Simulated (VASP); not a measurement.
## GaSb3: single point with PBEsol

GaSb3:

```xyz
4
Lattice="-0.0972 3.6467 3.3794 3.5495 0.0000 3.2822 3.6467 3.6467 -0.0972" Properties=species:S:1:pos:R:3 pbc="T T T"
Ga    0.0000    0.0000    0.0000
Sb    1.7747    1.8233    1.6411
Sb    5.3242    5.4700    4.9233
Sb    3.5495    3.6467    3.2822
```

This cell differs from its parent crystal: engineering shear strain xz -0.0533, normal strain along z -0.0733.

- Program: VASP 6.6.1
- Task: single point
- Functional: PBEsol
- Potentials or basis: VASP PAW PBE potentials, release 64 (Ga_d, Sb)
- Cutoff: 520 eV
- k mesh: 10 × 10 × 10
- Occupations: gaussian, width 0.15 eV
- Spin: no spin polarisation
- Dipole correction: no
- Further INCAR settings: ALGO = Normal; EDIFF = 1e-07; NBANDS = 22

```
Pressure               : 6.6 GPa
Largest force          : 0.203 eV/Å
Band gap on the k mesh : zero (band 14 reaches 11.06 eV, above the bottom of band 15 at 6.69 eV)
```

Forces in eV/Å, atoms in the order of the input:
```
Ga   0.000  0.000  0.000
Sb   0.000 -0.203  0.000
Sb   0.000  0.203  0.000
Sb   0.000  0.000  0.000
```

Stress tensor (GPa, compression positive):
```
5.78 0.00 2.21
0.00 6.46 0.00
2.21 0.00 7.46
```

Levels at points of the mesh, in eV from the Fermi level:
```tsv
k point	band 12	band 13	band 14	band 15	band 16	band 17
(0.00, 0.00, 0.00)	-2.93	-2.86	-2.81	-2.48	-1.24	-1.23
(0.50, 0.00, 0.00)	-3.24	-2.83	-0.05	0.28	1.80	2.58
(0.00, 0.50, 0.00)	-3.38	-3.02	-0.26	0.12	1.91	2.73
(0.50, 0.50, 0.00)	0.56	0.62	1.06	1.43	1.92	2.04
(0.50, 0.00, 0.50)	0.60	1.15	1.43	1.68	2.12	2.19
(0.00, 0.50, 0.50)	0.61	1.12	1.39	1.53	2.10	2.24
```

It took 12 min on 1 thread of AMD EPYC 7R43 64-Core Processor (Zen 3), with other jobs on the host, peak memory 0.57 GiB.

Caveat: the cell differs from its parent crystal (engineering shear strain xz -0.0533, normal strain along z -0.0733); the PAW data sets were made with another functional, which shifts forces and pressure a little; spin-orbit coupling is left out, which moves the levels of the heavy elements.
